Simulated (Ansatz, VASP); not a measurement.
# Two plane-wave programs on BN

Contents of POSCAR:

```
BN
1.0
    0.0000000000     -1.8130010000     -1.8130010000
    0.0000000000      1.8130010000     -1.8130010000
    3.6260020000      0.0000000000      0.0000000000
B N
2 2
Direct
    0.5000000000      0.5000000000      0.5165471503
    0.0000000000      0.0000000000     -0.0165471503
    0.0000000000      0.5000000000      0.2500000000
    0.5000000000      0.0000000000      0.7500000000
```

File INCAR.step1:

```
PREC     = Accurate       # precision mode
ENCUT    = 520            # plane-wave cutoff, eV
ISMEAR   = 0              # smearing method
SIGMA    = 0.05           # smearing width, eV
LREAL    = False          # projectors in reciprocal space
LASPH    = True           # aspherical terms in the spheres
NELM     = 100            # most SCF steps
NBANDS   = 16             # bands
GGA      = PE             # functional
ALGO     = Normal         # electronic algorithm
EDIFF    = 1E-4           # SCF threshold, eV
LWAVE    = True           # write WAVECAR
LCHARG   = False          # write CHGCAR
```

Contents of INCAR.step2:

```
PREC     = Accurate       # precision mode
ENCUT    = 520            # plane-wave cutoff, eV
EDIFF    = 1E-6           # SCF threshold, eV
ISMEAR   = 0              # smearing method
SIGMA    = 0.05           # smearing width, eV
LREAL    = False          # projectors in reciprocal space
LASPH    = True           # aspherical terms in the spheres
NELM     = 100            # most SCF steps
ALGO     = Normal         # electronic algorithm
ISIF     = 2              # what is computed and relaxed
LWAVE    = False          # write WAVECAR
LCHARG   = False          # write CHGCAR
METAGGA  = R2SCAN         # meta-GGA
LMIXTAU  = True         
NBANDS   = 16             # bands
ISTART   = 1
```

KPOINTS

```
regular mesh
0
Gamma
  10 10 6
```

Input for Ansatz:

```yaml
crystal:
  lattice:
    - [0.0, -1.813001, -1.813001]
    - [0.0, 1.813001, -1.813001]
    - [3.626002, 0.0, 0.0]
  atoms:
    - { symbol: B, position: [0.5, 0.5, 0.5165471503] }
    - { symbol: B, position: [0.0, 0.0, -0.0165471503] }
    - { symbol: "N", position: [0.0, 0.5, 0.25] }
    - { symbol: "N", position: [0.5, 0.0, 0.75] }
basis:
  ecutwfc: 500
kpoints:
  mp_grid: { grid: [10, 10, 6] }
hamiltonian:
  xc: r2scan
scf:
  occupations: { method: gaussian, width: 0.05 }
output:
  forces: true
  stress: true
  eigenvalues: true
```

Change from the starting cell: mode 12 (1156.9 1/cm) frozen in, largest displacement -0.060 Å.

Alike in both runs: task single point; functional r2SCAN; k mesh 10 × 10 × 6; occupations gaussian, width 0.05 eV; no spin polarisation.

```csv
,VASP,Ansatz
version,VASP 6.6.1,Ansatz 0.2.0
potentials or method,"VASP PAW PBE potentials, release 64 (B, N), cutoff 520 eV","scalar-relativistic, plane waves, PAW"
valence electrons in the cell,16,16
```

|  | VASP | Ansatz | Ansatz less VASP |
| --- | --- | --- | --- |
| gap on the k mesh at the Fermi level (eV) | 3.80 | 3.82 | +0.018 |
| least direct gap on the mesh (eV) | 4.79 | 4.81 | +0.020 |
| pressure (GPa) | -2.9 | -3.9 | -1.02 |
| traceless stress, the component that is largest in VASP (GPa) | -2.10 | -2.08 | +0.023 |
| rms of the force components (eV/Å) | 1.299 | 1.295 | -0.0032 |

VASP's potentials were made for PBE, not for r2SCAN. Atom by atom the forces differ by 0.003 eV/Å (rms over components).
